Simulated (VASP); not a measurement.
# Mg16O16F (a cell with a defect) in VASP: further runs

Mg16O16F (a cell with a defect) is run at these levels: PBE; tasks: single point.

Program: VASP 6.6.1. These are calculated values, not measurements. Logs are shortened: lines on timing, memory, paths and dates and some standing lists are left out, and cuts for length are marked.

**1. The cell of the first run**

The cell holds a defect, 33 atoms: a = 7.369 Å, b = 7.369 Å, c = 7.369 Å, α = 109.47°, β = 109.47°, γ = 109.47°.

**2. Single point, PBE, collinear spin**

The input, INCAR:

```
SYSTEM = Mg16O16F
PREC = Accurate
ENCUT = 520
EDIFF = 1E-6
ISMEAR = -1
SIGMA = 0.01
LREAL = Auto
LASPH = .True.
NELM = 200
ALGO = Normal
ISIF = 2
LWAVE = .False.
LCHARG = .False.
ISPIN = 2
MAGMOM = 0 0 0 0 0 0 0 0 0 0 0 0 0 0 0 0 0.01 0.04 0.01 0.01 0.04 0.04 0 0 0.01 0 0.64 0 0.01 0 0 0.01 0.17
LORBIT = 11
NUPDOWN = 1.0
GGA = PE
NBANDS = 94
GGA_COMPAT = .False.
ISYM = -1
```

The input, KPOINTS:

```
explicit points
1
Reciprocal
  0.25000000   0.25000000   0.25000000 1
```

The input, POSCAR:

```
Mg16O16F
1.0
   -4.2543812300      4.2543812300      4.2543812300
    4.2543812300     -4.2543812300      4.2543812300
    4.2543812300      4.2543812300     -4.2543812300
Mg O F
16 16 1
Direct
    0.0045242038      0.0051117143      0.0046862999
    0.0058801252      0.2570647685      0.7553295787
    0.0065990148      0.5063414783      0.5059413969
    0.0059063548      0.7557226945      0.2566390533
    0.2565388400      0.0064830188      0.7553265692
    0.2403290174      0.2409129457      0.5057183381
    0.2403532289      0.5060218681      0.2405026082
    0.2565043590      0.7557238585      0.0060774140
    0.5058443560      0.0071542168      0.5059916536
    0.5055960088      0.2409335534      0.2404922158
    0.5058212147      0.5063592602      0.0067573311
    0.5012309164      0.7710193130      0.7706401895
    0.7551726649      0.0064676249      0.2566642025
    0.7551810476      0.2570619824      0.0060274828
    0.7704832845      0.5018123508      0.7706420375
    0.7705062031      0.7710579445      0.5013859923
    0.0064718517      0.0070199532      0.5066395082
   -0.0141498091      0.2486814838      0.2482858309
    0.0064846714      0.5070541386      0.0066284042
    0.0286382141      0.7620102314      0.7616226515
    0.2480839058     -0.0135324091      0.2482299340
    0.2481204351      0.2486605505     -0.0139913349
    0.2587004503      0.5068210954      0.7550229463
    0.2587084348      0.7554196680      0.5063923628
    0.5064746877      0.0070001428      0.0065974204
    0.5062815542      0.2592746878      0.7550289700
    0.3927349862      0.3931945233      0.3928903233
    0.5062397222      0.7554193501      0.2588535888
    0.7614477621      0.0291631309      0.7615823847
    0.7548876197      0.2592832577      0.5064381505
    0.7548788546      0.5068323239      0.2588580774
    0.7614673797      0.7619958709      0.0287676725
    0.6516060254      0.6521673281      0.6517269290
```

Potentials or basis: VASP PAW PBE potentials, release 64 (Mg, O, F).

Command:

```sh
> cat potpaw_PBE.64/Mg/POTCAR potpaw_PBE.64/O/POTCAR potpaw_PBE.64/F/POTCAR > POTCAR
> mpirun -np 1 vasp_std > vasp.out
```

OUTCAR:

```text
SYSTEM = Mg16O16F
   PREC = Accurate
   ENCUT = 520
   EDIFF = 1E-6
   ISMEAR = -1
   LREAL = Auto
   LASPH = .True.
   NELM = 200
   ISIF = 2
   ISPIN = 2
   LORBIT = 11
   NUPDOWN = 1.0
   GGA = PE
   ISYM = -1

 ion  position               nearest neighbor table
   1  0.005  0.005  0.005-  21 2.15  22 2.15  18 2.15  29 2.18  32 2.18  20 2.18  33 2.60  14 3.02
                             2 3.02  13 3.02   7 3.02   4 3.02   8 3.02   5 3.02   6 3.02  10 3.02
   2  0.006  0.257  0.755-  29 2.04  22 2.05  17 2.12  19 2.13  30 2.14  23 2.14  15 2.89   6 2.91
                             7 2.92  16 2.93   8 3.00   3 3.00  13 3.00  11 3.01   9 3.01   5 3.02
   3  0.007  0.506  0.506-  20 2.09  18 2.11  30 2.12  31 2.12  23 2.13  24 2.13  12 2.98   2 3.00
                             4 3.00   6 3.01   7 3.01  13 3.01  14 3.01   8 3.01   5 3.01  16 3.02
   4  0.006  0.756  0.257-  32 2.04  21 2.05  19 2.12  17 2.13  31 2.14  24 2.14  16 2.89   7 2.91
                             6 2.92  15 2.93  14 3.00   3 3.00   5 3.00   9 3.01  11 3.01   8 3.02
   5  0.257  0.006  0.755-  20 2.04  22 2.05  17 2.12  25 2.13  24 2.14  26 2.14  12 2.89   6 2.91
                            10 2.92  16 2.93   9 3.00  14 3.00   4 3.00  11 3.01   3 3.01   2 3.02
   6  0.240  0.241  0.506-  27 1.90  17 1.99  23 2.12  26 2.12  18 2.21  21 2.21   5 2.91   2 2.91
                            13 2.92   4 2.92   3 3.01   9 3.01   1 3.02  11 3.02  12 3.19  15 3.19
   7  0.240  0.506  0.241-  27 1.90  19 1.99  24 2.12  28 2.12  22 2.21  18 2.21   8 2.91   4 2.91
                            14 2.92   2 2.92   3 3.01  11 3.01   1 3.02   9 3.02  12 3.19  16 3.19
   8  0.257  0.756  0.006-  20 2.04  21 2.05  19 2.12  25 2.13  23 2.14  28 2.14  12 2.89   7 2.91
                            10 2.92  15 2.93   2 3.00  13 3.00  11 3.00   9 3.01   3 3.01   4 3.02
   9  0.506  0.007  0.506-  29 2.09  21 2.11  28 2.12  24 2.12  26 2.13  30 2.13  15 2.98   5 3.00
[... 10 lines left out ...]
                             7 2.92  12 2.93   5 3.00  11 3.00   4 3.00   3 3.01   9 3.01  13 3.02
  15  0.770  0.502  0.771-  33 1.88  19 1.99  26 2.10  30 2.10  32 2.24  20 2.24  14 2.89   2 2.89
                             4 2.93   8 2.93   9 2.98  11 3.02   3 3.02   1 3.03  10 3.19   6 3.19
  16  0.771  0.771  0.501-  33 1.88  17 1.99  31 2.10  28 2.10  29 2.24  20 2.24  13 2.89   4 2.89
                             2 2.93   5 2.93  11 2.98   9 3.02   3 3.02   1 3.03  10 3.19   7 3.19
  17  0.006  0.007  0.507-  16 1.99   6 1.99   5 2.12   2 2.12  13 2.13   4 2.13
  18  0.986  0.249  0.248-  13 2.05  14 2.05   3 2.11   1 2.15   7 2.21   6 2.21
  19  0.006  0.507  0.007-  15 1.99   7 1.99   8 2.12   4 2.12   2 2.13  14 2.13
  20  0.029  0.762  0.762-   8 2.04   5 2.04   3 2.09   1 2.18  15 2.24  16 2.24
  21  0.248  0.986  0.248-   8 2.05   4 2.05   9 2.11   1 2.15   6 2.21  10 2.21
  22  0.248  0.249  0.986-   5 2.05   2 2.05  11 2.11   1 2.15   7 2.21  10 2.21
  23  0.259  0.507  0.755-  12 2.10   6 2.12  11 2.12   3 2.13   8 2.14   2 2.14
  24  0.259  0.755  0.506-  12 2.10   7 2.12   9 2.12   3 2.13   5 2.14   4 2.14
  25  0.506  0.007  0.007-  12 1.99  10 1.99  13 2.12  14 2.12   5 2.13   8 2.13
  26  0.506  0.259  0.755-  15 2.10   6 2.12  11 2.12   9 2.13  14 2.14   5 2.14
  27  0.393  0.393  0.393-   6 1.90  10 1.90   7 1.90  33 1.91
  28  0.506  0.755  0.259-  16 2.10   7 2.12   9 2.12  11 2.13  13 2.14   8 2.14
  29  0.761  0.029  0.762-   2 2.04  14 2.04   9 2.09   1 2.18  16 2.24  12 2.24
  30  0.755  0.259  0.506-  15 2.10  10 2.12   3 2.12   9 2.13   2 2.14  13 2.14
  31  0.755  0.507  0.259-  16 2.10  10 2.12   3 2.12  11 2.13   4 2.14  14 2.14
  32  0.761  0.762  0.029-   4 2.04  13 2.04  11 2.09   1 2.18  15 2.24  12 2.24
  33  0.652  0.652  0.652-  16 1.88  15 1.88  12 1.88  27 1.91   1 2.60

IMPORTANT INFORMATION: All symmetrisations will be switched off!
NOSYMM: (Re-)initialisation of all symmetry stuff for point group C_1.

----------------------------------------------------------------------------------------

                                     Primitive cell

  volume of cell :     308.0131

  direct lattice vectors                    reciprocal lattice vectors
    -4.254381230  4.254381230  4.254381230     0.000000000  0.117525904  0.117525904
     4.254381230 -4.254381230  4.254381230     0.117525904  0.000000000  0.117525904
     4.254381230  4.254381230 -4.254381230     0.117525904  0.117525904  0.000000000

  length of vectors
     7.368804445  7.368804445  7.368804445     0.166206727  0.166206727  0.166206727

  position of ions in fractional coordinates (direct lattice)
     0.004524204  0.005111714  0.004686300
     0.005880125  0.257064769  0.755329579
     0.006599015  0.506341478  0.505941397
     0.005906355  0.755722695  0.256639053
     0.256538840  0.006483019  0.755326569
     0.240329017  0.240912946  0.505718338
[... 25 lines left out ...]
     0.761467380  0.761995871  0.028767673
     0.651606025  0.652167328  0.651726929

  ion indices of the primitive-cell ions
   primitive index   ion index
                 1           1
                 2           2
                 3           3
                 4           4
                 5           5
                 6           6
[... 25 lines left out ...]
                32          32
                33          33

----------------------------------------------------------------------------------------

 KPOINTS: explicit points

Read explicit list of k-points.

 Found      1 k-points:

 Following reciprocal coordinates:
[... 27 lines left out ...]
   ISYM   =     -1    0-nonsym 1-usesym 2-fastsym
   POTIM  = 0.5000    time-step for ionic-motion
   TEBEG  =    0.0;   TEEND  =   0.0 temperature during run
   PSTRESS=    0.0 pullay stress
   NELECT =     135.0000    total number of electrons
   NUPDOWN=       1.0000    fix difference up-down
   EMIN   =  10.00;   EMAX   =-10.00  energy-range for DOS
   EFERMI =   0.00;   METHOD = LEGACY
   ISMEAR =    -1;   SIGMA  =   0.01  broadening in eV -4-tet -1-fermi 0-gaus
   EFERMI_NEDOS =   21; number of points for ismear=-14 and -15
   IALGO  =     38    algorithm
   IMIX   =      4    mixing-type and parameters
     AMIX     =   0.40;   BMIX     =  1.00
     AMIX_MAG =   1.60;   BMIX_MAG =  1.00
  volume/ion in A,a.u.               =       9.33        62.99
  Fermi-wavevector in a.u.,A,eV,Ry     =   1.243549  2.349967 21.040253  1.546415
  Thomas-Fermi vector in A             =   2.377855
   LORBIT       =     11    0 simple, 1 ext, 2 COOP (PROOUT), +10 PAW based schemes
   GGA     = PE    functional components
   LHFCALC =     F    Hartree Fock is set to
   AEXX    =    0.0000 exact exchange contribution
   IVDW    =     0    specifies the selected vdW correction
   LEPSILON=     F    determine dielectric tensor
   LRPA    =     F    only Hartree local field effects (RPA)
 spin polarized calculation
  energy-cutoff  :      520.00
  volume of cell :      308.01
 maximum number of plane-waves:      8280
 NGX is ok and might be reduce to    54
   NGX = 27   NGY = 27   NGZ = 27

 number of electron     135.0000020 magnetization       1.0000000

 Free energy of the ion-electron system (eV)
  ---------------------------------------------------
  ext. energy  EPLUGINS =         0.00000000
  ---------------------------------------------------
  free energy    TOTEN  =      -190.20468517 eV

  energy without entropy =     -190.20468517  energy(sigma->0) =     -190.20468517

 E-fermi :   3.4565     XC(G=0): -11.0511

 val. band max:        3.4655385243   @ k =   0.2500   0.2500   0.2500
 cond. band min:       4.9290045447   @ k =   0.2500   0.2500   0.2500
 fundamental gap:      1.4634660204
 Fermi energy:         3.7224604022

 spin component 1

 k-point     1 :       0.2500    0.2500    0.2500
  band No.  band energies     occupation
      1     -20.4551      1.00000
      2     -13.9471      1.00000
      3     -13.6212      1.00000
      4     -13.6210      1.00000
      5     -13.4691      1.00000
      6     -13.0911      1.00000
[... 71 lines left out ...]
     78      12.6123      0.00000
     79      12.7714      0.00000
 Fermi energy:         3.4564914766

 spin component 2

 k-point     1 :       0.2500    0.2500    0.2500
  band No.  band energies     occupation
      1     -20.1581      1.00000
      2     -13.6121      1.00000
      3     -13.6119      1.00000
      4     -13.5965      1.00000
      5     -13.2655      1.00000
      6     -12.9416      1.00000
[... 71 lines left out ...]
     78      12.6171      0.00000
     79      12.7767      0.00000
 [bands above 79 left out]

------------------------ aborting loop because EDIFF is reached ----------------------------------------

  FORCE on cell =-STRESS in cart. coord.  units (eV):
  Direction    XX          YY          ZZ          XY          YZ          ZX
  --------------------------------------------------------------------------------------
  -------------------------------------------------------------------------------------
  Total       15.3082611     15.2992735     15.3204357      2.1389387      2.1376049      2.1369128
  in kB       79.6282624     79.5815122     79.6915906     11.1260170     11.1190791     11.1154788
  external PRESSURE =      79.6337884 kB  Pullay stress =       0.0000000 kB

 VOLUME and BASIS-vectors are now :
 -----------------------------------------------------------------------------
  energy-cutoff  :      520.00
  volume of cell :      308.01
      direct lattice vectors                 reciprocal lattice vectors
    -4.254381230  4.254381230  4.254381230     0.000000000  0.117525904  0.117525904
     4.254381230 -4.254381230  4.254381230     0.117525904  0.000000000  0.117525904
     4.254381230  4.254381230 -4.254381230     0.117525904  0.117525904  0.000000000

 POSITION                                       TOTAL-FORCE (eV/Angst)
 -----------------------------------------------------------------------------------
      0.02244      0.01744      0.02106        -0.003022      0.001312     -0.001142
      4.28210      2.14482     -2.09479        -0.002778      0.005019      0.001312
      4.27856      0.02637      0.02978         0.000039     -0.001448     -0.000654
      4.28184     -2.09816      2.14842        -0.001076      0.000300      0.004829
      2.14961      4.27728     -2.09445         0.003279     -0.001880     -0.004659
      2.15400      2.14903     -0.10413        -0.004480     -0.002771     -0.004092
[... 25 lines left out ...]
      0.12464      0.12014      6.35900        -0.002055     -0.003717     -0.004922
      2.77508      2.77031      2.77405         0.009159      0.004936      0.007416
 -----------------------------------------------------------------------------------
    total drift:                               -0.031220     -0.024894     -0.025129

  FREE ENERGIE OF THE ION-ELECTRON SYSTEM (eV)
  ---------------------------------------------------
  free  energy   TOTEN  =      -190.2046851689 eV

  energy  without entropy=     -190.2046851689  energy(sigma->0) =     -190.20468517

 total charge

# of ion       s       p       d       tot
------------------------------------------
    1        0.138   0.155   0.066   0.359
    2        0.151   0.182   0.082   0.414
    3        0.147   0.173   0.077   0.397
    4        0.151   0.182   0.082   0.414
    5        0.151   0.182   0.082   0.414
    6        0.157   0.192   0.088   0.436
[... 25 lines left out ...]
   32        1.544   3.552   0.000   5.096
   33        1.757   4.447   0.000   6.204
--------------------------------------------------
tot         28.900  64.093   1.302  94.295

 magnetization (x)

# of ion       s       p       d       tot
------------------------------------------
    1       -0.000  -0.001  -0.000  -0.001
    2        0.000   0.000   0.000   0.000
    3        0.000   0.000   0.000   0.000
    4        0.000   0.000   0.000   0.000
    5        0.000   0.000   0.000   0.000
    6       -0.001  -0.002   0.000  -0.003
[... 25 lines left out ...]
   32        0.000   0.010   0.000   0.010
   33        0.005   0.150   0.000   0.154
--------------------------------------------------
tot          0.015   0.854   0.001   0.870
```

Run time: 3.9 min. Hardware: 1 thread of Intel Xeon Platinum 8375C at 2.90GHz (Ice Lake), shared host; peak memory 0.55 GiB.

What came out:

| Property | Result |
| --- | --- |
| Free energy | -190.2047 eV |
| Pressure | 8.0 GPa |
| Largest force | 0.022 eV/Å |
| Net moment | 1.00 μB per cell |
| Site moments | Mg -0.00, +0.00 (each value once); O +0.01, +0.04, +0.00, +0.56 (each value once); F +0.15 μB |
| Valence electrons inside the program's atomic spheres | Mg 0.36, 0.41, 0.40, 0.44 (each value once); O 5.12, 5.09, 5.10, 5.04 (each value once); F 6.20 |

Forces on the atoms (eV/Å):
```
Mg  -0.003  0.001 -0.001
Mg  -0.003  0.005  0.001
Mg   0.000 -0.001 -0.001
Mg  -0.001  0.000  0.005
Mg   0.003 -0.002 -0.005
Mg  -0.004 -0.003 -0.004
Mg  -0.002 -0.006 -0.001
Mg   0.004 -0.003  0.000
Mg  -0.002 -0.008 -0.002
Mg  -0.004 -0.004 -0.006
Mg  -0.001 -0.003 -0.003
Mg  -0.012  0.012  0.012
Mg  -0.002 -0.002  0.003
Mg   0.000  0.004 -0.003
Mg   0.012 -0.012  0.014
Mg   0.012  0.013 -0.012
O   -0.001 -0.002  0.002
O    0.006  0.002  0.005
O   -0.002  0.003 -0.003
O   -0.005 -0.004 -0.003
O    0.001  0.013 -0.001
O    0.005  0.001  0.009
O    0.002  0.000 -0.005
O    0.005 -0.005 -0.001
O    0.003  0.000  0.001
O   -0.002  0.003 -0.007
O    0.000  0.001  0.002
O   -0.002 -0.005  0.005
O   -0.001 -0.002 -0.002
O   -0.007  0.002 -0.003
O   -0.006 -0.002  0.002
O   -0.002 -0.004 -0.005
F    0.009  0.005  0.007
```

Caveat: the total moment is fixed, so each spin has its own Fermi level and the state may be an excited one.

**3. Single point, PBE, collinear spin**

The input, INCAR:

```
PREC = Accurate
ENCUT = 520
EDIFF = 1E-6
ISMEAR = -1
SIGMA = 0.01
LREAL = Auto
LASPH = True
NELM = 200
ALGO = Normal
ISIF = 2
LWAVE = False
LCHARG = True
ISPIN = 2
MAGMOM = 0 0 0 0 0 0 0 0 0 0 0 0 0 0 0 0 0.01 0 0.01 0 0 0.04 0.01 0 0.01 0.01 0.64 0.04 0 0 0.04 0.01 0.17
LORBIT = 11
NUPDOWN = 1.0
GGA = PE
LELF = True
LVHAR = True
NBANDS = 94
GGA_COMPAT = False
ISYM = -1
```

KPOINTS is that of step 2.

The input, POSCAR:

```
Mg16O16F
1.0
   -4.2543812300      4.2543812300      4.2543812300
    4.2543812300     -4.2543812300      4.2543812300
    4.2543812300      4.2543812300     -4.2543812300
Mg O F
16 16 1
Direct
    0.0009782723      0.0004696125      0.0070578710
   -0.0011380828      0.2489445866      0.7556864306
   -0.0005904436      0.4996797506      0.5062793616
    0.0015154559      0.7502615135      0.2570043577
    0.2494391681     -0.0016579427      0.7556806819
    0.2309693066      0.2304593525      0.5017822233
    0.2349776132      0.4996828350      0.2408558352
    0.2495972594      0.7504138069      0.0064239300
    0.5001882501     -0.0011094853      0.5062672332
    0.5001859331      0.2344421365      0.2408418734
    0.5001775785      0.4996753516      0.0049948950
    0.5001923324      0.7688893443      0.7710078136
    0.7507729903      0.0010072558      0.2570147116
    0.7509388808      0.2490941592      0.0064247266
    0.7693969679      0.4996822203      0.7710014222
    0.7654185288      0.7649154611      0.5060776091
    0.0002112100     -0.0002963320      0.5069941313
    0.0040268060      0.2521185627      0.2592183336
    0.0001561978      0.4996798464      0.0069716481
   -0.0036498816      0.7482817822      0.7553805353
    0.2526231736      0.0035182722      0.2592171813
    0.2379208277      0.2374063107     -0.0136373627
    0.2330120954      0.4996787873      0.7619641275
    0.2515866055      0.7472394683      0.5067791265
    0.5001873160     -0.0003533515      0.0069678054
    0.5001859173      0.2325016060      0.7619585600
    0.5002056970      0.4996800363      0.3931918717
    0.5001904825      0.7619551006      0.2486410491
    0.7487869390     -0.0041569477      0.7553793767
    0.7477469855      0.2510785690      0.5067796644
    0.7624446678      0.4996760152      0.2486167053
    0.7673576852      0.7668507407      0.0291287400
    0.5001779228      0.4996698986      0.6520867078
```

Potentials or basis: VASP PAW PBE potentials, release 64 (Mg, O, F).

Command:

```sh
> cat potpaw_PBE.64/Mg/POTCAR potpaw_PBE.64/O/POTCAR potpaw_PBE.64/F/POTCAR > POTCAR
> mpirun -np 1 vasp_std > vasp.out
```

Run time: 3.6 min. Hardware: 1 thread of Intel Xeon Platinum 8375C at 2.90GHz (Ice Lake), shared host; peak memory 0.55 GiB.

It converged, with:

```yaml
Free_energy: -190.2046 eV
Pressure: 8.0 GPa
Largest_force: 0.016 eV/Å
Net_moment: 1.00 μB per cell
Site_moments: Mg +0.00, -0.00 (each value once); O +0.01, +0.00, +0.04, +0.56 (each value once); F +0.15 μB
Valence_electrons_inside_the_program's_atomic_spheres: Mg 0.40, 0.41, 0.44, 0.36 (each value once); O 5.12, 5.09, 5.10, 5.04 (each value once); F 6.20
```

Forces in eV/Å, atoms in the order of the input:
```
Mg   0.001  0.001  0.001
Mg  -0.001  0.002  0.001
Mg   0.001 -0.001 -0.001
Mg   0.000 -0.002 -0.003
Mg   0.001  0.000  0.002
Mg   0.010  0.010  0.008
Mg  -0.005  0.000  0.004
Mg  -0.001  0.002  0.000
Mg   0.000  0.001 -0.001
Mg  -0.001 -0.004  0.005
Mg   0.001  0.002 -0.001
Mg  -0.009  0.010 -0.009
Mg  -0.002  0.000 -0.002
Mg   0.002 -0.003  0.000
Mg   0.010 -0.009 -0.009
Mg  -0.006 -0.004  0.000
O   -0.002 -0.002 -0.001
O   -0.001 -0.005 -0.002
O   -0.002  0.002  0.003
O    0.000  0.003  0.006
O   -0.006 -0.001 -0.004
O    0.002  0.003 -0.007
O   -0.004 -0.004  0.005
O    0.003 -0.005  0.001
O    0.002 -0.002  0.002
O   -0.002 -0.005  0.004
O    0.002 -0.003  0.001
O    0.005  0.002 -0.003
O    0.003 -0.001  0.006
O   -0.006  0.004  0.001
O    0.002  0.007 -0.003
O   -0.003 -0.006  0.003
F    0.006  0.008 -0.008
```

Stress tensor (GPa, compression positive):
```
 7.97  1.11 -1.11
 1.11  7.96 -1.11
-1.11 -1.11  7.96
```

Caveat: the total moment is fixed, so each spin has its own Fermi level and the state may be an excited one.
